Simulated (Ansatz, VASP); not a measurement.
Given: the input of a run of VASP 6.6.1 on Si.

File INCAR:

```
  ALGO = Normal
  EDIFF = 1E-6
  ENCUT = 500
  GGA = LIBXC
  GGA_COMPAT = F
  ISIF = 2
  ISMEAR = 0
  ISPIN = 2
  LASPH = T
  LCHARG = F
  LIBXC1 = GGA_X_PBE_SOL
  LIBXC2 = GGA_C_PBE
  LORBIT = 11
  LREAL = F
  LWAVE = F
  MAGMOM = 0.5 0.5
  NBANDS = 15
  NELM = 200
  NUPDOWN = 1.0
  PREC = Accurate
  SIGMA = 0.025
```

Contents of KPOINTS:

```
k-points
0
Gamma
  8 8 8
```

Contents of POSCAR:

```
Si
1.0
    0.0000000000      2.7035831784      2.7035831784
    2.7035831784      0.0000000000      2.7035831784
    2.7035831784      2.7035831784      0.0000000000
Si
2
Direct
    0.5000000000      0.5000000000      0.5000000000
    0.7500000000      0.7500000000      0.7500000000
```

Potentials or basis: VASP PAW PBE potentials, release 64 (Si).

Launch:

```sh
$ cat potpaw_PBE.64/Si/POTCAR > POTCAR
$ mpirun -np 1 vasp_std > vasp.out
```

Task: Translate it to Ansatz 0.2.0. Potentials there: all-electron LAPW, scalar-relativistic.

Result: As run (the cutoff follows the program's own potentials):

input.yaml

```yaml
crystal:
  lattice:
    - [0.0, 2.7035831784, 2.7035831784]
    - [2.7035831784, 0.0, 2.7035831784]
    - [2.7035831784, 2.7035831784, 0.0]
  atoms:
    - { symbol: Si, position: [0.5, 0.5, 0.5], spin: 0.5 }
    - { symbol: Si, position: [0.75, 0.75, 0.75], spin: 0.5 }
kpoints:
  mp_grid: { grid: [8, 8, 8] }
scf:
  occupations: { method: gaussian, width: 0.025 }
hamiltonian:
  xc: { exchange: pbesol, correlation: pbe }
  pseudopotentials: { kind: all_electron, lapw: { basis_error: 0.001 } }
magnetization:
  spin_polarized: true
  initial_magnetization: 1.0
  spin_locking: { lock_magnetization: hard }
output:
  forces: true
  stress: true
  eigenvalues: true
```

Potentials or basis: all-electron LAPW, scalar-relativistic.

The run is started by

```bash
$ ansatz run input.yaml --threads 1 --pin off --max-ram 2560MiB --backend cpu --events-out ev --progress --plain --runs-dir out
```

Both were run:

|  | VASP | Ansatz | Ansatz less VASP |
| --- | --- | --- | --- |
| pressure (GPa) | 1.3 | 1.3 | -0.03 |
| size of the moment on the site where the two differ most (μB) | 0.17 | 0.26 | +0.094 |

VASP's potentials were made for PBE, not for pbesol exchange, pbe correlation. Site moments also hang on the region over which each program counts them. Ansatz ran all-electron here, and VASP with PAW potentials.
